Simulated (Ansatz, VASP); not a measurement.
Two plane-wave programs on Hf

Contents of INCAR:

```
SYSTEM = Hf
PREC = Accurate
ENCUT = 520
EDIFF = 1E-7
ISMEAR = 0
SIGMA = 0.15
LREAL = .FALSE.
LASPH = .TRUE.
NELM = 80
ALGO = Fast
ISIF = 2
LWAVE = .FALSE.
LCHARG = .FALSE.
GGA = PS
NBANDS = 17
```

KPOINTS

```
regular mesh
0
G
  18 18 10
  0 0 0
```

Contents of POSCAR:

```
Hf
1.0
    3.1602689342      0.0000000000      0.0000000000
   -1.5801344671      2.7368731798      0.0000000000
    0.0000000000      0.0000000000      4.6965000000
Hf
2
Direct
    0.3333333333      0.6666666667      0.2500000000
    0.6666666667      0.3333333333      0.7500000000
```

Input for Ansatz:

```yaml
crystal:
  lattice:
    - [3.1602689342, 0.0, 0.0]
    - [-1.5801344671, 2.7368731798, 0.0]
    - [0.0, 0.0, 4.6965]
  atoms:
    - { symbol: Hf, position: [0.3333333333, 0.6666666667, 0.25] }
    - { symbol: Hf, position: [0.6666666667, 0.3333333333, 0.75] }
basis:
  ecutwfc: 420
kpoints:
  mp_grid: { grid: [18, 18, 10] }
hamiltonian:
  xc: pbesol
  pseudopotentials: { kind: paw }
scf:
  occupations: { method: gaussian, width: 0.15 }
output:
  forces: true
  stress: true
  eigenvalues: true
```

Alike in both runs: task single point; functional PBEsol; k mesh 18 × 18 × 10; occupations gaussian, width 0.15 eV; no spin polarisation.

|  | VASP | Ansatz |
| --- | --- | --- |
| version | VASP 6.6.1 | Ansatz 0.2.0 |
| potentials or method | VASP PAW PBE potentials, release 64 (Hf_pv), cutoff 520 eV | scalar-relativistic, plane waves, PAW |
| valence electrons in the cell | 20 | 52 |

```csv
,VASP,Ansatz,Ansatz less VASP
gap on the k mesh at the Fermi level (eV),none,none,-
pressure (GPa),8.0,8.3,+0.35
"traceless stress, the component that is largest in VASP (GPa)",6.30,6.36,+0.063
```

VASP's potentials were made for PBE, not for PBEsol. A gap of «none» marks a metal or a gap that the smearing closes. With one functional, cell and mesh, what is left measures potentials, basis and numerics. VASP's potentials hold 20 valence electrons a cell and Ansatz's 52, so a difference there can come from the potentials and not from the codes.

Spin-orbit coupling is off throughout.
